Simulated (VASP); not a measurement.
# Ag (P6_3/mmc) in VASP: further runs

Ag is run at these levels: LDA; tasks: electric field gradients.

Program: VASP 6.6.1. These are calculated values, not measurements. Logs are shortened: lines on timing, memory, paths and dates and some standing lists are left out, and cuts for length are marked.

## (1) The cell of the first run

Symmetry: P6_3/mmc, No. 194, hexagonal system. Conventional cell: a = 2.896 Å, b = 2.896 Å, c = 10.033 Å, α = 90.00°, β = 90.00°, γ = 120.00°. Within 3.8 Å of Ag (site symmetry -6m2) lie 12 Ag at 2.90 to 3.01 Å. Within 3.8 Å of Ag (site symmetry -3m) lie 12 Ag at 2.90 to 3.01 Å.

This isn't the form of Ag at room conditions, which is fcc.

## (2) Electric field gradients, LDA (18.22 Å³/atom)

INCAR

```
SYSTEM = Ag
PREC     = Accurate       ! precision mode
ENCUT    = 520            ! plane-wave cutoff, eV
EDIFF    = 1E-8           ! SCF threshold, eV
ISMEAR   = -1             ! smearing method
SIGMA    = 0.08           ! smearing width, eV
LREAL    = .FALSE.        ! projectors in reciprocal space
LASPH    = .TRUE.         ! aspherical terms in the spheres
NELM     = 60             ! most SCF steps
ALGO     = Normal         ! electronic algorithm
ISIF     = 2              ! what is computed and relaxed
LWAVE    = .FALSE.        ! write WAVECAR
LCHARG   = .FALSE.        ! write CHGCAR
GGA      = CA             ! functional
LEFG     = .TRUE.       
NBANDS   = 30             ! bands
```

KPOINTS

```
regular mesh
0
G
  14 14 4
  0 0 0
```

POSCAR

```
Ag
1.0
    2.8957876797      0.0000000000      0.0000000000
   -1.4478938399      2.5078256947      0.0000000000
    0.0000000000      0.0000000000     10.0332228354
Ag
4
Direct
    0.3333333333      0.6666666667      0.2500000000
    0.6666666667      0.3333333333      0.7500000000
    0.0000000000      0.0000000000      0.0000000000
    0.0000000000      0.0000000000      0.5000000000
```

Potentials or basis: VASP PAW LDA potentials, release 64 (Ag).

Launch:

```bash
$ cat potpaw_LDA.64/Ag/POTCAR > POTCAR
$ mpirun -np 1 vasp_std > vasp.out
```

OUTCAR:

```text
SYSTEM = Ag
   PREC = Accurate
   ENCUT = 520
   EDIFF = 1E-8
   ISMEAR = -1
   LREAL = .FALSE.
   LASPH = .TRUE.
   NELM = 60
   ISIF = 2
   GGA = CA

 ion  position               nearest neighbor table
   1  0.333  0.667  0.250-   3 3.01   4 3.01   3 3.01   4 3.01   3 3.01   4 3.01
   2  0.667  0.333  0.750-   3 3.01   4 3.01   3 3.01   4 3.01   3 3.01   4 3.01
   3  0.000  0.000  0.000-   1 3.01   2 3.01   2 3.01   1 3.01   2 3.01   1 3.01
   4  0.000  0.000  0.500-   1 3.01   2 3.01   2 3.01   1 3.01   2 3.01   1 3.01

  LATTYP: Found a hexagonal cell.
 ALAT       =     2.8957876797
 C/A-ratio  =     3.4647646669

  Lattice vectors:

 A1 = (   2.8957876797,   0.0000000000,   0.0000000000)
 A2 = (  -1.4478938399,   2.5078256947,   0.0000000000)
 A3 = (   0.0000000000,   0.0000000000,  10.0332228354)

Analysis of symmetry for initial positions (statically):
=====================================================================
 Subroutine PRICEL returns:
 Original cell was already a primitive cell.

 Routine SETGRP: Setting up the symmetry group for a
 hexagonal supercell.

 Subroutine GETGRP returns: Found 24 space group operations
 (whereof 12 operations were pure point group operations)
 out of a pool of 24 trial point group operations.

The static configuration has the point symmetry D_3d.
 The point group associated with its full space group is D_6h.

Analysis of symmetry for dynamics (positions and initial velocities):
=====================================================================
 Subroutine PRICEL returns:
 Original cell was already a primitive cell.

 Routine SETGRP: Setting up the symmetry group for a
 hexagonal supercell.

 Subroutine GETGRP returns: Found 24 space group operations
 (whereof 12 operations were pure point group operations)
 out of a pool of 24 trial point group operations.

The dynamic configuration has the point symmetry D_3d.
 The point group associated with its full space group is D_6h.

 Subroutine INISYM returns: Found 24 space group operations
 (whereof 12 operations are pure point group operations),
 and found     1 'primitive' translations

----------------------------------------------------------------------------------------

                                     Primitive cell

  volume of cell :      72.8626

  direct lattice vectors                    reciprocal lattice vectors
     2.895787680  0.000000000  0.000000000     0.345329185  0.199375898  0.000000000
    -1.447893840  2.507825695  0.000000000     0.000000000  0.398751796  0.000000000
     0.000000000  0.000000000 10.033222835     0.000000000  0.000000000  0.099668872

  length of vectors
     2.895787680  2.895787680 10.033222835     0.398751796  0.398751796  0.099668872

  position of ions in fractional coordinates (direct lattice)
     0.333333333  0.666666667  0.250000000
     0.666666667  0.333333333  0.750000000
     0.000000000  0.000000000  0.000000000
     0.000000000  0.000000000  0.500000000

  ion indices of the primitive-cell ions
   primitive index   ion index
                 1           1
                 2           2
                 3           3
                 4           4

----------------------------------------------------------------------------------------

 KPOINTS: regular mesh

Automatic generation of k-mesh.
 Grid dimensions read from file:
 generate k-points for:   14   14    4

 Generating k-lattice:

  Cartesian coordinates                     Fractional coordinates (reciprocal lattice)
     0.024666370  0.014241136  0.000000000     0.071428571 -0.000000000  0.000000000
     0.000000000  0.028482271  0.000000000     0.000000000  0.071428571  0.000000000
     0.000000000  0.000000000  0.024917218     0.000000000  0.000000000  0.250000000

[... 40 lines left out ...]
   total plane-waves  NPLWV =  46080
   dimension x,y,z NGX =    24 NGY =   24 NGZ =   80
   dimension x,y,z NGXF=    48 NGYF=   48 NGZF=  160
   ions per type =               4
   NGX,Y,Z   is equivalent  to a cutoff of  13.78, 13.78, 13.26 a.u.
   NGXF,Y,Z  is equivalent  to a cutoff of  27.56, 27.56, 26.51 a.u.
 SYSTEM =  Ag
   PREC   = accura    normal or accurate (medium, high low for compatibility)
   ISTART =      0    job   : 0-new  1-cont  2-samecut
   ICHARG =      2    charge: 1-file 2-atom 10-const
   ISPIN  =      1    spin polarized calculation?
   LNONCOLLINEAR =      F non collinear calculations
   LSORBIT =      F    spin-orbit coupling
   LASPH  =      T    aspherical Exc in radial PAW
   ENCUT  =  520.0 eV  38.22 Ry    6.18 a.u.   5.38  5.38 18.66*2*pi/ulx,y,z
   NELM   =     60;   NELMIN=  2; NELMDL= -5     # of ELM steps
   EDIFF  = 0.1E-07   stopping-criterion for ELM
   LREAL  =      F    real-space projection
   EDIFFG = 0.1E-06   stopping-criterion for IOM
   NSW    =      0    number of steps for IOM
   IBRION =     -1    ionic relax: 0-MD 1-quasi-New 2-CG
   NFREE  =      0    steps in history (QN), initial steepest desc. (CG)
   ISIF   =      2    stress and relaxation
   ISYM   =      2    0-nonsym 1-usesym 2-fastsym
   POTIM  = 0.5000    time-step for ionic-motion
   TEBEG  =    0.0;   TEEND  =   0.0 temperature during run
   PSTRESS=    0.0 pullay stress
   NELECT =      44.0000    total number of electrons
   NUPDOWN=      -1.0000    fix difference up-down
   EMIN   =  10.00;   EMAX   =-10.00  energy-range for DOS
   EFERMI =   0.00;   METHOD = LEGACY
   ISMEAR =    -1;   SIGMA  =   0.08  broadening in eV -4-tet -1-fermi 0-gaus
   EFERMI_NEDOS =   21; number of points for ismear=-14 and -15
   IALGO  =     38    algorithm
   IMIX   =      4    mixing-type and parameters
     AMIX     =   0.40;   BMIX     =  1.00
     AMIX_MAG =   1.60;   BMIX_MAG =  1.00
  volume/ion in A,a.u.               =      18.22       122.93
  Fermi-wavevector in a.u.,A,eV,Ry     =   1.383750  2.614908 26.051937  1.914763
  Thomas-Fermi vector in A             =   2.508318
   LORBIT       =      0    0 simple, 1 ext, 2 COOP (PROOUT), +10 PAW based schemes
   GGA     = CA    functional components
   LHFCALC =     F    Hartree Fock is set to
   AEXX    =    0.0000 exact exchange contribution
   IVDW    =     0    specifies the selected vdW correction
   LEPSILON=     F    determine dielectric tensor
   LRPA    =     F    only Hartree local field effects (RPA)
 non-spin polarized calculation
  energy-cutoff  :      520.00
  volume of cell :       72.86
 maximum number of plane-waves:      2005
 NGX is ok and might be reduce to    24
   NGX = 11   NGY = 11   NGZ = 37

 number of electron      43.9999996 magnetization

 Free energy of the ion-electron system (eV)
  ---------------------------------------------------
  ext. energy  EPLUGINS =         0.00000000
  ---------------------------------------------------
  free energy    TOTEN  =       -14.71363125 eV

  energy without entropy =      -14.68573194  energy(sigma->0) =      -14.69968160

 E-fermi :   7.2138     XC(G=0): -12.1953

 val. band max:        7.1696304772   @ k =   0.2143   0.0714   0.5000
 cond. band min:       7.2147865930   @ k =   0.3571   0.1429   0.5000
 fundamental gap:      0.0451561158
 Fermi energy:         7.2138450351

 k-point     1 :       0.0000    0.0000    0.0000
  band No.  band energies     occupation
      1      -0.1059      2.00000
      2       1.0617      2.00000
      3       1.0642      2.00000
      4       1.1792      2.00000
      5       2.4826      2.00000
      6       2.7228      2.00000
[... 781 lines left out ...]
     29      13.6904      0.00000
     30      15.8217      0.00000

 [... further k-points ...]

------------------------ aborting loop because EDIFF is reached ----------------------------------------

  FORCE on cell =-STRESS in cart. coord.  units (eV):
  Direction    XX          YY          ZZ          XY          YZ          ZX
  --------------------------------------------------------------------------------------
  -------------------------------------------------------------------------------------
  Total       -4.7924126     -4.7924126     -6.3825131      0.0000000     -0.0000000     -0.0000000
  in kB     -105.3805014   -105.3805014   -140.3452674      0.0000000     -0.0000000     -0.0000000
  external PRESSURE =    -117.0354234 kB  Pullay stress =       0.0000000 kB

 VOLUME and BASIS-vectors are now :
 -----------------------------------------------------------------------------
  energy-cutoff  :      520.00
  volume of cell :       72.86
      direct lattice vectors                 reciprocal lattice vectors
     2.895787680  0.000000000  0.000000000     0.345329185  0.199375898  0.000000000
    -1.447893840  2.507825695  0.000000000     0.000000000  0.398751796  0.000000000
     0.000000000  0.000000000 10.033222835     0.000000000  0.000000000  0.099668872

 POSITION                                       TOTAL-FORCE (eV/Angst)
 -----------------------------------------------------------------------------------
     -0.00000      1.67188      2.50831         0.000000      0.000000      0.000000
      1.44789      0.83594      7.52492        -0.000000      0.000000     -0.000000
      0.00000      0.00000      0.00000         0.000000      0.000000      0.000000
      0.00000      0.00000      5.01661         0.000000      0.000000      0.000000
 -----------------------------------------------------------------------------------
    total drift:                               -0.000000      0.000000     -0.000000

  FREE ENERGIE OF THE ION-ELECTRON SYSTEM (eV)
  ---------------------------------------------------
  free  energy   TOTEN  =       -14.7136312546 eV

  energy  without entropy=      -14.6857319389  energy(sigma->0) =      -14.69968160

 Electric field gradients (V/A^2)
---------------------------------------------------------------------
 ion       V_xx      V_yy      V_zz      V_xy      V_xz      V_yz
---------------------------------------------------------------------
   1      -5.336    -5.336    10.672    -0.001     0.000     0.000
   2      -5.336    -5.336    10.672    -0.001     0.000    -0.000
   3      -4.863    -4.864     9.727    -0.001     0.000    -0.000
   4      -4.863    -4.864     9.727    -0.001    -0.000     0.000
---------------------------------------------------------------------

 Electric field gradients after diagonalization (V/A^2)
 (convention: |V_zz| > |V_xx| > |V_yy|)
----------------------------------------------------------------------
 ion       V_xx      V_yy      V_zz     asymmetry (V_yy - V_xx)/ V_zz
----------------------------------------------------------------------
   1      -5.337    -5.335    10.672       0.000
   2      -5.337    -5.335    10.672       0.000
   3      -4.864    -4.863     9.727       0.000
   4      -4.864    -4.863     9.727       0.000
----------------------------------------------------------------------

           NMR quadrupolar parameters

 Cq : quadrupolar parameter    Cq=e*Q*V_zz/h
 eta: asymmetry parameters     (V_yy - V_xx)/ V_zz
 Q  : nuclear electric quadrupole moment in mb (millibarn)
----------------------------------------------------------------------
 ion       Cq(MHz)       eta       Q (mb)
----------------------------------------------------------------------
   1       0.026       0.000       1.000
   2       0.026       0.000       1.000
   3       0.024       0.000       1.000
   4       0.024       0.000       1.000
----------------------------------------------------------------------
```

Wall time 1.8 min (1 thread of Intel Xeon Platinum 8259CL at 2.50GHz (Skylake/Cascade Lake), shared host); peak memory 0.24 GiB.

Results:

```yaml
Free_energy: -14.7136 eV
Pressure: -11.7 GPa
Band_gap_on_the_k_mesh: zero (bands 22 and 23 overlap by 6.00 eV)
Largest_electric_field_gradient_by_atom: Ag +10.7, +9.7 (each value once) V/Å²
```

Stress tensor (GPa, compression positive):
```
-10.54   0.00   0.00
  0.00 -10.54   0.00
  0.00   0.00 -14.03
```

Levels at points of the mesh, in eV from the Fermi level:
| k point | band 18 | band 19 | band 20 | band 21 | band 22 | band 23 | band 24 | band 25 | band 26 | band 27 |
| --- | --- | --- | --- | --- | --- | --- | --- | --- | --- | --- |
| (0.00, 0.00, 0.00) | -3.35 | -3.35 | -3.25 | -3.25 | -2.93 | -2.93 | -0.59 | 2.50 | 9.44 | 9.45 |
| (0.50, 0.00, 0.00) | -2.68 | -2.67 | -2.64 | 0.09 | 0.89 | 1.15 | 1.65 | 4.15 | 4.17 | 6.70 |
| (0.00, 0.00, 0.50) | -3.53 | -3.05 | -3.05 | -3.05 | -3.05 | -2.52 | -2.52 | 5.19 | 5.19 | 13.74 |
| (0.50, 0.00, 0.50) | -2.71 | -2.65 | -2.65 | 0.45 | 0.45 | 1.50 | 1.50 | 4.49 | 4.49 | 5.95 |

Electric field gradients, principal values (V/Å²):
| atom | least | middle | greatest (by size) |
| --- | --- | --- | --- |
| 1 Ag | -5.335 | -5.337 | 10.672 |
| 2 Ag | -5.335 | -5.337 | 10.672 |
| 3 Ag | -4.863 | -4.864 | 9.727 |
| 4 Ag | -4.863 | -4.864 | 9.727 |

Caveat: the cell stands under tension; without QUAD_EFG the Cq values of the log hold for a quadrupole moment of 1 mb, not for the nuclei.

## (3) Electric field gradients, LDA (18.22 Å³/atom)

INCAR

```
PREC     = Accurate       # precision mode
ENCUT    = 520            # plane-wave cutoff, eV
EDIFF    = 1E-8           # SCF threshold, eV
ISMEAR   = -1             # smearing method
SIGMA    = 0.08           # smearing width, eV
LREAL    = F              # projectors in reciprocal space
LASPH    = T              # aspherical terms in the spheres
NELM     = 80             # most SCF steps
ALGO     = Normal         # electronic algorithm
ISIF     = 2              # what is computed and relaxed
LWAVE    = F              # write WAVECAR
LCHARG   = F              # write CHGCAR
LEFG     = T            
NBANDS   = 30             # bands
```

KPOINTS

```
Automatic mesh
0
Gamma
  14 14 4
```

POSCAR is that of step 2.

Potentials or basis: VASP PAW LDA potentials, release 64 (Ag).

Launch:

```bash
$ cat potpaw_LDA.64/Ag/POTCAR > POTCAR
$ mpirun -np 1 vasp_std > vasp.out
```

OUTCAR:

```text
PREC = Accurate
   ENCUT = 520
   EDIFF = 1E-8
   ISMEAR = -1
   LREAL = F
   LASPH = T
   NELM = 80
   ISIF = 2

 ion  position               nearest neighbor table
   1  0.333  0.667  0.250-   3 3.01   4 3.01   3 3.01   4 3.01   3 3.01   4 3.01
   2  0.667  0.333  0.750-   3 3.01   4 3.01   3 3.01   4 3.01   3 3.01   4 3.01
   3  0.000  0.000  0.000-   1 3.01   2 3.01   2 3.01   1 3.01   2 3.01   1 3.01
   4  0.000  0.000  0.500-   1 3.01   2 3.01   2 3.01   1 3.01   2 3.01   1 3.01

  LATTYP: Found a hexagonal cell.
 ALAT       =     2.8957876797
 C/A-ratio  =     3.4647646669

  Lattice vectors:

 A1 = (   2.8957876797,   0.0000000000,   0.0000000000)
[... 1021 lines left out ...]
---------------------------------------------------------------------
   1      -5.336    -5.336    10.672    -0.001     0.000     0.000
   2      -5.336    -5.336    10.672    -0.001     0.000    -0.000
   3      -4.863    -4.864     9.727    -0.001     0.000    -0.000
   4      -4.863    -4.864     9.727    -0.001    -0.000     0.000
---------------------------------------------------------------------

 Electric field gradients after diagonalization (V/A^2)
 (convention: |V_zz| > |V_xx| > |V_yy|)
----------------------------------------------------------------------
 ion       V_xx      V_yy      V_zz     asymmetry (V_yy - V_xx)/ V_zz
----------------------------------------------------------------------
   1      -5.337    -5.335    10.672       0.000
   2      -5.337    -5.335    10.672       0.000
   3      -4.864    -4.863     9.727       0.000
   4      -4.864    -4.863     9.727       0.000
----------------------------------------------------------------------

           NMR quadrupolar parameters

 Cq : quadrupolar parameter    Cq=e*Q*V_zz/h
 eta: asymmetry parameters     (V_yy - V_xx)/ V_zz
 Q  : nuclear electric quadrupole moment in mb (millibarn)
----------------------------------------------------------------------
 ion       Cq(MHz)       eta       Q (mb)
----------------------------------------------------------------------
   1       0.026       0.000       1.000
   2       0.026       0.000       1.000
   3       0.024       0.000       1.000
   4       0.024       0.000       1.000
----------------------------------------------------------------------
```

OSZICAR:

```text
N       E                     dE             d eps       ncg     rms          rms(c)
DAV:   1     0.288603314257E+03    0.28860E+03   -0.22454E+04  4344   0.144E+03
DAV:   2    -0.943001174140E+01   -0.29803E+03   -0.28210E+03  4452   0.328E+02
DAV:   3    -0.158432105123E+02   -0.64132E+01   -0.63748E+01  5034   0.548E+01
DAV:   4    -0.158723942158E+02   -0.29184E-01   -0.29179E-01  4638   0.360E+00
DAV:   5    -0.158726929933E+02   -0.29878E-03   -0.29877E-03  4986   0.390E-01    0.934E+00
DAV:   6    -0.147584512294E+02    0.11142E+01   -0.36585E+00  4524   0.154E+01    0.614E+00
DAV:   7    -0.147293092650E+02    0.29142E-01   -0.31209E-02  4812   0.116E+00    0.354E+00
DAV:   8    -0.147136120431E+02    0.15697E-01   -0.18224E-03  4710   0.367E-01    0.699E-02
DAV:   9    -0.147136244531E+02   -0.12410E-04   -0.82213E-05  4926   0.115E-01    0.203E-02
DAV:  10    -0.147136306494E+02   -0.61963E-05   -0.74648E-06  4740   0.219E-02    0.973E-03
DAV:  11    -0.147136312621E+02   -0.61266E-06   -0.20132E-06  4746   0.111E-02    0.133E-03
DAV:  12    -0.147136312546E+02    0.75552E-08   -0.27201E-08  3778   0.228E-03
   1 F= -.14713631E+02 E0= -.14699682E+02  d E =-.278993E-01
```

stdout:

```text
POSCAR found type information on POSCAR Ag
 POSCAR found :  1 types and       4 ions
 scaLAPACK will be used
 LDA part: xc-table for (Slater(with rela. corr.)+CA(PZ))
 , standard interpolation
 POSCAR, INCAR and KPOINTS ok, starting setup
 FFT: planning ... GRIDC
 FFT: planning ... GRID_SOFT
 FFT: planning ... GRID
 WAVECAR not read
 entering main loop
ion   1

ion   2

ion   3

ion   4
```

It took 1.8 min on 1 thread of Intel Xeon Platinum 8259CL at 2.50GHz (Skylake/Cascade Lake), shared host; peak memory 0.24 GiB.

Results:

```
Free energy                             : -14.7136 eV
Pressure                                : -11.7 GPa
Band gap on the k mesh                  : zero (bands 22 and 23 overlap by 6.00 eV)
Largest electric field gradient by atom : Ag +10.7, +9.7 (each value once) V/Å²
```

Electric field gradients, principal values (V/Å²):
```csv
atom,least,middle,greatest (by size)
1 Ag,-5.335,-5.337,10.672
2 Ag,-5.335,-5.337,10.672
3 Ag,-4.863,-4.864,9.727
4 Ag,-4.863,-4.864,9.727
```

Caveat: the cell stands under tension; without QUAD_EFG the Cq values of the log hold for a quadrupole moment of 1 mb, not for the nuclei.

The gap in the log of VASP goes by the Fermi energy; the results here count the filled bands.